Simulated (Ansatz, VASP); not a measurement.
Two plane-wave programs on SnO

Contents of POSCAR:

```
SnO
1.0
    3.5855702148      0.0000000000      0.0000000000
    0.0000000000      3.5855702148      0.0000000000
    0.0000000000      0.0000000000      4.4984153154
Sn O
2 2
Direct
    0.5000000000      0.0000000000      0.2654950255
    0.0000000000      0.5000000000      0.7345049745
    0.0000000000      0.0000000000      0.0000000000
    0.5000000000      0.5000000000      0.0000000000
```

File INCAR.step1:

```
SYSTEM = SnO
  PREC = Accurate
  ENCUT = 520
  EDIFF = 1E-5
  ISMEAR = -1
  SIGMA = 0.02
  LREAL = .False.
  LASPH = .True.
  NELM = 100
  ALGO = Normal
  ISIF = 2
  LWAVE = .True.
  LCHARG = .False.
  GGA = PE
  NBANDS = 28
  KPAR = 4
```

The input INCAR.step2:

```
SYSTEM = SnO
  PREC = Accurate
  ENCUT = 520
  EDIFF = 1E-6
  ISMEAR = -1
  SIGMA = 0.02
  LREAL = .False.
  LASPH = .True.
  NELM = 100
  ALGO = Normal
  ISIF = 2
  LWAVE = .False.
  LCHARG = .False.
  GGA = PE
  LHFCALC = .True.
  HFSCREEN = 0.2079
  PRECFOCK = Normal
  ISTART = 1
  NBANDS = 28
  KPAR = 4
```

The input KPOINTS:

```
Automatic mesh
0
Gamma
  4 4 4
  0 0 0
```

Input for Ansatz:

```yaml
crystal:
  lattice:
    - [3.5855702148, 0.0, 0.0]
    - [0.0, 3.5855702148, 0.0]
    - [0.0, 0.0, 4.4984153154]
  atoms:
    - { symbol: Sn, position: [0.5, 0.0, 0.2654950255] }
    - { symbol: Sn, position: [0.0, 0.5, 0.7345049745] }
    - { symbol: O, position: [0.0, 0.0, 0.0] }
    - { symbol: O, position: [0.5, 0.5, 0.0] }
kpoints:
  mp_grid: { grid: [4, 4, 4] }
  band_path:
    path:
      - [0.0, 0.0, 0.0]
      - [0.0, 0.5, 0.0]
      - [0.5, 0.5, 0.0]
      - [0.0, 0.0, 0.5]
      - [0.0, 0.5, 0.5]
      - [0.5, 0.5, 0.5]
    npoints: 1
hamiltonian:
  xc: hse06
scf:
  occupations: { method: fermi_dirac, width: 0.02 }
  n_extra_bands: 5
output:
  forces: true
  stress: true
  eigenvalues: true
```

Change from the starting cell: hydrostatic strain -5.5%.

Alike in both runs: task single point; functional HSE06; k mesh 4 × 4 × 4; occupations fermi-dirac, width 0.02 eV; no spin polarisation.

|  | VASP | Ansatz |
| --- | --- | --- |
| version | VASP 6.6.1 | Ansatz 0.2.0 |
| potentials or method | VASP PAW PBE potentials, release 64 (Sn_d, O) | plane waves, PAW |
| plane-wave cutoff (eV) | 520 | 420 |
| valence electrons in the cell | 40 | 40 |

```tsv
	VASP	Ansatz	Ansatz less VASP
pressure (GPa)	14.2	13.6	-0.56
traceless stress, the component that is largest in VASP (GPa)	-6.04	-6.11	-0.070
rms of the force components (eV/Å)	0.015	0.033	+0.0172
```

Atom by atom the forces differ by 0.048 eV/Å (rms over components). With one functional, cell and mesh, what is left measures potentials, basis and numerics. Ansatz's warnings: filled band counts differ across k points, stress exchange threshold loose, stress scf threshold loose.

The k mesh is coarse, so the values compare programs but aren't converged.
